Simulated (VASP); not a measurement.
A run of VASP 6.6.1:

The input INCAR:

```
SYSTEM = MgO
PREC = Accurate ; ENCUT = 520
EDIFF = 1E-6 ; ISMEAR = -1
SIGMA = 0.02 ; LREAL = .False.
LASPH = .True. ; NELM = 80
ALGO = Normal ; ISIF = 2
LWAVE = .False. ; LCHARG = .True.
GGA = PE ; LELF = .True.
LVHAR = .True. ; NBANDS = 11
```

KPOINTS

```
regular mesh
0
Gamma
  10 10 10
  0 0 0
```

File POSCAR:

```
MgO
1.0
    0.0000000000      2.2562189984      2.3177227129
    2.2562189984      0.0000000000      2.3177227129
    2.2562189984      2.2562189984      0.0000000000
Mg O
1 1
Direct
    0.0000000000      0.0000000000      0.0000000000
    0.2500000000      0.2500000000      0.2500000000
```

Potentials or basis: VASP PAW PBE potentials, release 64 (Mg, O).

Run with:

```sh
$ cat potpaw_PBE.64/Mg/POTCAR potpaw_PBE.64/O/POTCAR > POTCAR
$ mpirun -np 1 vasp_std > vasp.out
```

Hardware: 1 thread of Intel(R) Xeon(R) Platinum 8375C CPU @ 2.90GHz (Ice Lake) (shared host).

Task: How long does it take, and how much memory?

Result: Run time: 23 s on 1 thread of Intel(R) Xeon(R) Platinum 8375C CPU @ 2.90GHz (Ice Lake), on a shared host, peak memory 0.16 GiB. Counts: scf iterations 12, k points 102.
